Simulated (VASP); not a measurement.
Wanted: the native input for a VASP 6.6.1 run.

| Property | Result |
| --- | --- |
| Task | single point |
| Functional | LDA |
| Potentials or basis | VASP PAW LDA potentials, release 64 (Cr_pv, N) |
| Cutoff | 520 eV |
| k mesh | 5 × 4 × 7, shifted |
| Occupations | fermi-dirac, width 0.2 eV |
| Spin | collinear spin, ferromagnetic start |
| Starting moments | [2.1, 2.1, 0.0, 0.0, 0.0, 0.0] μB |
| Dipole correction | no |
| Further INCAR settings | ALGO = Normal; EDIFF = 1e-06; NBANDS = 35 |

The structure of CrN2 lies in POSCAR:

```
CrN2
1.0
    3.9017860000      0.0000000000      0.0000000000
    0.0000000000      4.8095120000      0.0000000000
    0.0000000000      0.0000000000      2.7841700000
Cr N
2 4
Direct
    0.5000000000      0.5000000000      0.5000000000
    0.0000000000      0.0000000000      0.0000000000
    0.6338300000      0.0887750000      0.5000000000
    0.3661700000      0.9112250000      0.5000000000
    0.1338300000      0.4112250000      0.0000000000
    0.8661700000      0.5887750000      0.0000000000
```

The input as run:

INCAR

```
  PREC = Accurate
  ENCUT = 520
  EDIFF = 1E-6
  ISMEAR = -1
  SIGMA = 0.2
  LREAL = False
  LASPH = True
  NELM = 150
  ALGO = Normal
  ISIF = 2
  LWAVE = False
  LCHARG = True
  ISPIN = 2
  MAGMOM = 2.1 2.1 0 0 0 0
  LORBIT = 11
  LMAXMIX = 4
  GGA = CA
  LELF = True
  LVHAR = True
  NBANDS = 35
```

KPOINTS

```
Automatic mesh
0
Gamma
  5 4 7
  0 0.5 0
```

Potentials or basis: VASP PAW LDA potentials, release 64 (Cr_pv, N).

Command:

```console
$ cat potpaw_LDA.64/Cr_pv/POTCAR potpaw_LDA.64/N/POTCAR > POTCAR
$ mpirun -np 1 vasp_std > vasp.out
```

Results of the run:

```
Pressure                                              : -17.4 GPa
Largest force                                         : 0.165 eV/Å
Band gap on the k mesh                                : zero (filled and empty bands overlap)
Net moment                                            : 3.99 μB per cell
Site moments                                          : Cr +2.01; N -0.06 μB
Valence electrons inside the program's atomic spheres : Cr 10.88; N 3.72
```

Caveat: the cell stands under tension; the run started ferromagnetic, and an antiferromagnetic order may lie lower in energy.

Wall time 88 s on 1 thread of Intel(R) Xeon(R) Platinum 8375C CPU @ 2.90GHz (Ice Lake), with other jobs on the host, peak memory 0.19 GiB.
